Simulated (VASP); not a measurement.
# SrV (Pm-3m) in VASP: a series of runs

The runs below take SrV through single point, with PBE.

Everything below comes from runs of VASP 6.6.1. Logs are shortened: lines on timing, memory, paths and dates and some standing lists are left out, and cuts for length are marked.

### 1 The cell of the first run

It takes space group Pm-3m (No. 221, cubic). Conventional cell: a = 3.994 Å, b = 3.994 Å, c = 3.994 Å, α = 90.00°, β = 90.00°, γ = 90.00°. Sr (site symmetry m-3m) has 8 V at 3.46 Å and 6 Sr at 3.99 Å within 4.5 Å. Within 4.5 Å of V (site symmetry m-3m) lie 8 Sr at 3.46 Å and 6 V at 3.99 Å.

### 2 Single point, PBE, collinear spin, ferromagnetic start

Contents of INCAR:

```
ALGO = Normal
EDIFF = 1E-6
ENCUT = 520
GGA = PE
ISIF = 2
ISMEAR = 0
ISPIN = 2
LASPH = T
LCHARG = F
LMAXMIX = 4
LORBIT = 11
LREAL = F
LWAVE = F
MAGMOM = 0.31 3.87
NBANDS = 22
NELM = 150
PREC = Accurate
SIGMA = 0.1
```

Contents of KPOINTS:

```
k-points
0
Gamma
  14 14 14
```

Contents of POSCAR:

```
SrV
1.0
    3.9941336325      0.0000000000      0.0000000000
    0.0000000000      3.9941336325      0.0000000000
    0.0000000000      0.0000000000      3.9941336325
Sr V
1 1
Direct
    0.0000000000      0.0000000000      0.0000000000
    0.5000000000      0.5000000000      0.5000000000
```

Potentials or basis: VASP PAW PBE potentials, release 64 (Sr_sv, V_sv).

Run with:

```console
$ cat potpaw_PBE.64/Sr_sv/POTCAR potpaw_PBE.64/V_sv/POTCAR > POTCAR
$ mpirun -np 1 vasp_std > vasp.out
```

OUTCAR:

```text
EDIFF = 1E-6
   ENCUT = 520
   GGA = PE
   ISIF = 2
   ISMEAR = 0
   ISPIN = 2
   LASPH = T
   LORBIT = 11
   LREAL = F
   NELM = 150
   PREC = Accurate

 ion  position               nearest neighbor table
   1  0.000  0.000  0.000-   2 3.46   2 3.46   2 3.46   2 3.46   2 3.46   2 3.46   2 3.46   2 3.46

   2  0.500  0.500  0.500-   1 3.46   1 3.46   1 3.46   1 3.46   1 3.46   1 3.46   1 3.46   1 3.46

  LATTYP: Found a simple cubic cell.
 ALAT       =     3.9941336325

  Lattice vectors:

 A1 = (   3.9941336325,   0.0000000000,   0.0000000000)
 A2 = (   0.0000000000,   3.9941336325,   0.0000000000)
 A3 = (   0.0000000000,   0.0000000000,   3.9941336325)

Analysis of symmetry for initial positions (statically):
=====================================================================
 Subroutine PRICEL returns:
 Original cell was already a primitive cell.

 Routine SETGRP: Setting up the symmetry group for a
 simple cubic supercell.

 Subroutine GETGRP returns: Found 48 space group operations
 (whereof 48 operations were pure point group operations)
 out of a pool of 48 trial point group operations.

The static configuration has the point symmetry O_h .

Analysis of symmetry for dynamics (positions and initial velocities):
=====================================================================
 Subroutine PRICEL returns:
 Original cell was already a primitive cell.

 Routine SETGRP: Setting up the symmetry group for a
 simple cubic supercell.

 Subroutine GETGRP returns: Found 48 space group operations
 (whereof 48 operations were pure point group operations)
 out of a pool of 48 trial point group operations.

The dynamic configuration has the point symmetry O_h .

Analysis of structural, dynamic, and magnetic symmetry:
=====================================================================
 Subroutine PRICEL returns:
 Original cell was already a primitive cell.

 Routine SETGRP: Setting up the symmetry group for a
 simple cubic supercell.

 Subroutine GETGRP returns: Found 48 space group operations
 (whereof 48 operations were pure point group operations)
 out of a pool of 48 trial point group operations.

The overall configuration has the point symmetry O_h .

 Subroutine INISYM returns: Found 48 space group operations
 (whereof 48 operations are pure point group operations),
 and found     1 'primitive' translations

----------------------------------------------------------------------------------------

                                     Primitive cell

  volume of cell :      63.7188

  direct lattice vectors                    reciprocal lattice vectors
     3.994133633  0.000000000  0.000000000     0.250367186  0.000000000  0.000000000
     0.000000000  3.994133633  0.000000000     0.000000000  0.250367186  0.000000000
     0.000000000  0.000000000  3.994133633     0.000000000  0.000000000  0.250367186

  length of vectors
     3.994133633  3.994133633  3.994133633     0.250367186  0.250367186  0.250367186

  position of ions in fractional coordinates (direct lattice)
     0.000000000  0.000000000  0.000000000
     0.500000000  0.500000000  0.500000000

  ion indices of the primitive-cell ions
   primitive index   ion index
                 1           1
                 2           2

----------------------------------------------------------------------------------------

 KPOINTS: k-points

Automatic generation of k-mesh.
 Grid dimensions read from file:
 generate k-points for:   14   14   14

 Generating k-lattice:

  Cartesian coordinates                     Fractional coordinates (reciprocal lattice)
     0.017883370  0.000000000  0.000000000     0.071428571  0.000000000  0.000000000
     0.000000000  0.017883370  0.000000000     0.000000000  0.071428571  0.000000000
     0.000000000  0.000000000  0.017883370     0.000000000  0.000000000  0.071428571

  Length of vectors
     0.017883370  0.017883370  0.017883370

  Shift w.r.t. Gamma in fractional coordinates (k-lattice)
     0.000000000  0.000000000  0.000000000

 Subroutine IBZKPT returns following result:
 ===========================================

 Found    120 irreducible k-points:

 Following reciprocal coordinates:
            Coordinates               Weight
  0.000000  0.000000  0.000000      1.000000
  0.071429  0.000000  0.000000      6.000000
  0.142857  0.000000  0.000000      6.000000
  0.214286  0.000000  0.000000      6.000000
  0.285714  0.000000  0.000000      6.000000
  0.357143  0.000000  0.000000      6.000000
[... 16 lines left out ...]
  0.285714  0.214286  0.000000     24.000000
  0.357143  0.214286  0.000000     24.000000
 [... further k-points ...]
   k-points           NKPTS =    120   k-points in BZ     NKDIM =    120   number of bands    NBANDS=     22
   number of dos      NEDOS =    301   number of ions     NIONS =      2
   total plane-waves  NPLWV =  27000
   dimension x,y,z NGX =    30 NGY =   30 NGZ =   30
   dimension x,y,z NGXF=    60 NGYF=   60 NGZF=   60
   ions per type =               1   1
   NGX,Y,Z   is equivalent  to a cutoff of  12.49, 12.49, 12.49 a.u.
   NGXF,Y,Z  is equivalent  to a cutoff of  24.97, 24.97, 24.97 a.u.
 SYSTEM =  unknown system
   PREC   = accura    normal or accurate (medium, high low for compatibility)
   ISTART =      0    job   : 0-new  1-cont  2-samecut
   ICHARG =      2    charge: 1-file 2-atom 10-const
   ISPIN  =      2    spin polarized calculation?
   LNONCOLLINEAR =      F non collinear calculations
   LSORBIT =      F    spin-orbit coupling
   LASPH  =      T    aspherical Exc in radial PAW
   ENCUT  =  520.0 eV  38.22 Ry    6.18 a.u.   7.43  7.43  7.43*2*pi/ulx,y,z
   NELM   =    150;   NELMIN=  2; NELMDL= -5     # of ELM steps
   EDIFF  = 0.1E-05   stopping-criterion for ELM
   LREAL  =      F    real-space projection
   EDIFFG = 0.1E-04   stopping-criterion for IOM
   NSW    =      0    number of steps for IOM
   IBRION =     -1    ionic relax: 0-MD 1-quasi-New 2-CG
   NFREE  =      0    steps in history (QN), initial steepest desc. (CG)
   ISIF   =      2    stress and relaxation
   ISYM   =      2    0-nonsym 1-usesym 2-fastsym
   POTIM  = 0.5000    time-step for ionic-motion
   TEBEG  =    0.0;   TEEND  =   0.0 temperature during run
   PSTRESS=    0.0 pullay stress
   NELECT =      23.0000    total number of electrons
   NUPDOWN=      -1.0000    fix difference up-down
   EMIN   =  10.00;   EMAX   =-10.00  energy-range for DOS
   EFERMI =   0.00;   METHOD = LEGACY
   ISMEAR =     0;   SIGMA  =   0.10  broadening in eV -4-tet -1-fermi 0-gaus
   EFERMI_NEDOS =   21; number of points for ismear=-14 and -15
   IALGO  =     38    algorithm
   IMIX   =      4    mixing-type and parameters
     AMIX     =   0.40;   BMIX     =  1.00
     AMIX_MAG =   1.60;   BMIX_MAG =  1.00
  volume/ion in A,a.u.               =      31.86       215.00
  Fermi-wavevector in a.u.,A,eV,Ry     =   1.165632  2.202725 18.486213  1.358698
  Thomas-Fermi vector in A             =   2.302155
   LORBIT       =     11    0 simple, 1 ext, 2 COOP (PROOUT), +10 PAW based schemes
   GGA     = PE    functional components
   LHFCALC =     F    Hartree Fock is set to
   AEXX    =    0.0000 exact exchange contribution
   IVDW    =     0    specifies the selected vdW correction
   LEPSILON=     F    determine dielectric tensor
   LRPA    =     F    only Hartree local field effects (RPA)
 spin polarized calculation
 Gauss-broadening in eV      SIGMA  =   0.10
  energy-cutoff  :      520.00
  volume of cell :       63.72
 maximum number of plane-waves:      1751
 NGX is ok and might be reduce to    30
   NGX = 15   NGY = 15   NGZ = 15

 number of electron      23.0000000 magnetization       4.6617389

 Free energy of the ion-electron system (eV)
  ---------------------------------------------------
  ext. energy  EPLUGINS =         0.00000000
  ---------------------------------------------------
  free energy    TOTEN  =        -8.58524838 eV

  energy without entropy =       -8.57537702  energy(sigma->0) =       -8.58031270

 E-fermi :   3.0893     XC(G=0):  -8.9147

 val. band max:        3.0868897985   @ k =   0.5000   0.0000   0.0000
 cond. band min:       3.1058094338   @ k =   0.3571   0.0000   0.0000
 fundamental gap:      0.0189196354
 Fermi energy:         3.0893428767

 spin component 1

 k-point     1 :       0.0000    0.0000    0.0000
  band No.  band energies     occupation
      1     -61.4505      1.00000
      2     -35.3402      1.00000
      3     -35.3402      1.00000
      4     -35.3402      1.00000
      5     -32.1718      1.00000
      6     -14.1378      1.00000
[... 14 lines left out ...]
     21       8.9365      0.00000
     22       8.9365      0.00000
[... 552 lines left out ...]
  band No.  band energies     occupation
      1     -61.4502      1.00000
      2     -35.3450      1.00000
      3     -35.3421      1.00000
      4     -35.3396      1.00000
      5     -32.1560      1.00000
      6     -14.3232      1.00000
[... 14 lines left out ...]
     21      10.3753      0.00000
     22      12.0106      0.00000

 [... further k-points ...]

 spin component 2

 k-point     1 :       0.0000    0.0000    0.0000
  band No.  band energies     occupation
      1     -58.5412      1.00000
      2     -32.4523      1.00000
      3     -32.4523      1.00000
      4     -32.4523      1.00000
      5     -32.0555      1.00000
      6     -14.0057      1.00000
[... 14 lines left out ...]
     21       9.4742      0.00000
     22       9.4742      0.00000
[... 552 lines left out ...]
  band No.  band energies     occupation
      1     -58.5409      1.00000
      2     -32.4612      1.00000
      3     -32.4547      1.00000
      4     -32.4517      1.00000
      5     -32.0367      1.00000
      6     -14.1785      1.00000
[... 14 lines left out ...]
     21      11.4933      0.00000
     22      13.1482      0.00000

 [... further k-points ...]

------------------------ aborting loop because EDIFF is reached ----------------------------------------

  FORCE on cell =-STRESS in cart. coord.  units (eV):
  Direction    XX          YY          ZZ          XY          YZ          ZX
  --------------------------------------------------------------------------------------
  -------------------------------------------------------------------------------------
  Total        0.0373761      0.0373761      0.0373761     -0.0000000     -0.0000000     -0.0000000
  in kB        0.9398041      0.9398041      0.9398041     -0.0000000     -0.0000000     -0.0000000
  external PRESSURE =       0.9398041 kB  Pullay stress =       0.0000000 kB

 VOLUME and BASIS-vectors are now :
 -----------------------------------------------------------------------------
  energy-cutoff  :      520.00
  volume of cell :       63.72
      direct lattice vectors                 reciprocal lattice vectors
     3.994133633  0.000000000  0.000000000     0.250367186  0.000000000  0.000000000
     0.000000000  3.994133633  0.000000000     0.000000000  0.250367186  0.000000000
     0.000000000  0.000000000  3.994133633     0.000000000  0.000000000  0.250367186

 POSITION                                       TOTAL-FORCE (eV/Angst)
 -----------------------------------------------------------------------------------
      0.00000      0.00000      0.00000         0.000000      0.000000      0.000000
      1.99707      1.99707      1.99707         0.000000      0.000000      0.000000
 -----------------------------------------------------------------------------------
    total drift:                                0.000000      0.000000      0.000000

  FREE ENERGIE OF THE ION-ELECTRON SYSTEM (eV)
  ---------------------------------------------------
  free  energy   TOTEN  =        -8.5852483796 eV

  energy  without entropy=       -8.5753770154  energy(sigma->0) =       -8.58031270

 total charge

# of ion       s       p       d       tot
------------------------------------------
    1        2.046   5.743   0.229   8.019
    2        2.257   6.037   3.043  11.336
--------------------------------------------------
tot          4.303  11.780   3.272  19.355

 magnetization (x)

# of ion       s       p       d       tot
------------------------------------------
    1        0.006   0.045   0.125   0.176
    2        0.038   0.056   2.958   3.051
--------------------------------------------------
tot          0.043   0.101   3.083   3.228
```

It took 4.5 min on 1 thread of Intel Xeon Platinum 8259CL at 2.50GHz (Skylake/Cascade Lake), shared host; peak memory 0.38 GiB.

What came out:

```
Free energy                                           : -8.5852 eV
Pressure                                              : 0.1 GPa
Net moment                                            : 4.66 μB per cell
Site moments                                          : Sr +0.18; V +3.05 μB
Valence electrons inside the program's atomic spheres : Sr 8.02; V 11.34
```

### 3 Single point, PBE, collinear spin, ferromagnetic start

Contents of INCAR:

```
SYSTEM = SrV
PREC = Accurate
ENCUT = 520
EDIFF = 1E-6
ISMEAR = 0
SIGMA = 0.1
LREAL = .False.
LASPH = .True.
NELM = 150
ALGO = Fast
ISIF = 2
LWAVE = .False.
LCHARG = .False.
ISPIN = 2
MAGMOM = 0.3 3.85
LORBIT = 11
LMAXMIX = 4
GGA = PE
NBANDS = 22
```

Contents of KPOINTS:

```
Automatic mesh
0
Gamma
  14 14 14
  0 0 0
```

Contents of POSCAR:

```
SrV
1.0
    3.9932324512      0.0000000000      0.0000000000
    0.0000000000      3.9932324512      0.0000000000
    0.0000000000      0.0000000000      3.9932324512
Sr V
1 1
Direct
    0.0000000000      0.0000000000      0.0000000000
    0.5000000000      0.5000000000      0.5000000000
```

Potentials or basis: VASP PAW PBE potentials, release 64 (Sr_sv, V_sv).

Run with:

```console
$ cat potpaw_PBE.64/Sr_sv/POTCAR potpaw_PBE.64/V_sv/POTCAR > POTCAR
$ mpirun -np 1 vasp_std > vasp.out
```

OUTCAR:

```text
SYSTEM = SrV
   PREC = Accurate
   ENCUT = 520
   EDIFF = 1E-6
   ISMEAR = 0
   LREAL = .False.
   LASPH = .True.
   NELM = 150
   ISIF = 2
   ISPIN = 2
   LORBIT = 11
   GGA = PE

 ion  position               nearest neighbor table
   1  0.000  0.000  0.000-   2 3.46   2 3.46   2 3.46   2 3.46   2 3.46   2 3.46   2 3.46   2 3.46

   2  0.500  0.500  0.500-   1 3.46   1 3.46   1 3.46   1 3.46   1 3.46   1 3.46   1 3.46   1 3.46

  LATTYP: Found a simple cubic cell.
 ALAT       =     3.9932324512

  Lattice vectors:

 A1 = (   3.9932324512,   0.0000000000,   0.0000000000)
 A2 = (   0.0000000000,   3.9932324512,   0.0000000000)
 A3 = (   0.0000000000,   0.0000000000,   3.9932324512)

Analysis of symmetry for initial positions (statically):
=====================================================================
 Subroutine PRICEL returns:
 Original cell was already a primitive cell.

 Routine SETGRP: Setting up the symmetry group for a
 simple cubic supercell.

 Subroutine GETGRP returns: Found 48 space group operations
 (whereof 48 operations were pure point group operations)
[... 1392 lines left out ...]

 [... further k-points ...]

------------------------ aborting loop because EDIFF is reached ----------------------------------------

  FORCE on cell =-STRESS in cart. coord.  units (eV):
  Direction    XX          YY          ZZ          XY          YZ          ZX
  --------------------------------------------------------------------------------------
  -------------------------------------------------------------------------------------
  Total        0.0425946      0.0425946      0.0425946      0.0000000      0.0000000     -0.0000000
  in kB        1.0717452      1.0717452      1.0717452      0.0000000      0.0000000     -0.0000000
  external PRESSURE =       1.0717452 kB  Pullay stress =       0.0000000 kB

 VOLUME and BASIS-vectors are now :
 -----------------------------------------------------------------------------
  energy-cutoff  :      520.00
  volume of cell :       63.68
      direct lattice vectors                 reciprocal lattice vectors
     3.993232451  0.000000000  0.000000000     0.250423689  0.000000000  0.000000000
     0.000000000  3.993232451  0.000000000     0.000000000  0.250423689  0.000000000
     0.000000000  0.000000000  3.993232451     0.000000000  0.000000000  0.250423689

 POSITION                                       TOTAL-FORCE (eV/Angst)
 -----------------------------------------------------------------------------------
      0.00000      0.00000      0.00000         0.000000      0.000000      0.000000
      1.99662      1.99662      1.99662         0.000000      0.000000      0.000000
 -----------------------------------------------------------------------------------
    total drift:                                0.000000      0.000000      0.000000

  FREE ENERGIE OF THE ION-ELECTRON SYSTEM (eV)
  ---------------------------------------------------
  free  energy   TOTEN  =        -8.5852121873 eV

  energy  without entropy=       -8.5753433145  energy(sigma->0) =       -8.58027775

 total charge

# of ion       s       p       d       tot
------------------------------------------
    1        2.046   5.743   0.229   8.019
    2        2.257   6.037   3.043  11.336
--------------------------------------------------
tot          4.303  11.780   3.272  19.355

 magnetization (x)

# of ion       s       p       d       tot
------------------------------------------
    1        0.006   0.045   0.125   0.176
    2        0.038   0.056   2.958   3.051
--------------------------------------------------
tot          0.043   0.101   3.083   3.228
```

OSZICAR:

```text
N       E                     dE             d eps       ncg     rms          rms(c)
DAV:   1     0.207452446615E+03    0.20745E+03   -0.12419E+04 10664   0.983E+02
DAV:   2    -0.184912661945E+01   -0.20930E+03   -0.20471E+03 11688   0.301E+02
DAV:   3    -0.870628593835E+01   -0.68572E+01   -0.67491E+01 13728   0.569E+01
DAV:   4    -0.902318479593E+01   -0.31690E+00   -0.31626E+00 14914   0.864E+00
DAV:   5    -0.902599463557E+01   -0.28098E-02   -0.28097E-02 13392   0.907E-01    0.321E+01
RMM:   6    -0.108435212290E+02   -0.18175E+01   -0.13807E+01 11596   0.205E+01    0.253E+01
RMM:   7    -0.849946353808E+01    0.23441E+01   -0.35091E+00 10594   0.123E+01    0.651E+00
RMM:   8    -0.855380502123E+01   -0.54341E-01   -0.93068E-02 11300   0.205E+00    0.314E+00
RMM:   9    -0.857573422566E+01   -0.21929E-01   -0.59230E-02 12433   0.144E+00    0.258E+00
RMM:  10    -0.858557228538E+01   -0.98381E-02   -0.20966E-02 12460   0.870E-01    0.114E+00
RMM:  11    -0.858397954140E+01    0.15927E-02   -0.79117E-03 12656   0.556E-01    0.260E-01
RMM:  12    -0.858504151462E+01   -0.10620E-02   -0.25413E-03 13047   0.220E-01    0.184E-01
RMM:  13    -0.858513275928E+01   -0.91245E-04   -0.69474E-04 13466   0.122E-01    0.484E-02
RMM:  14    -0.858519126682E+01   -0.58508E-04   -0.19943E-04 14698   0.589E-02    0.408E-02
RMM:  15    -0.858520864386E+01   -0.17377E-04   -0.65458E-05 14071   0.359E-02    0.170E-02
RMM:  16    -0.858521140089E+01   -0.27570E-05   -0.17676E-05 13188   0.165E-02    0.522E-03
RMM:  17    -0.858521218732E+01   -0.78644E-06   -0.56256E-06 11481   0.903E-03
   1 F= -.85852122E+01 E0= -.85802778E+01  d E =-.986887E-02  mag=     4.6613
```

It took 5.4 min on 1 thread of Oxide Virtual Turin-like, shared host; peak memory 0.35 GiB.

Results:

| Property | Result |
| --- | --- |
| Free energy | -8.5852 eV |
| Pressure | 0.1 GPa |
| Net moment | 4.66 μB per cell |
| Site moments | Sr +0.18; V +3.05 μB |
| Valence electrons inside the program's atomic spheres | Sr 8.02; V 11.34 |
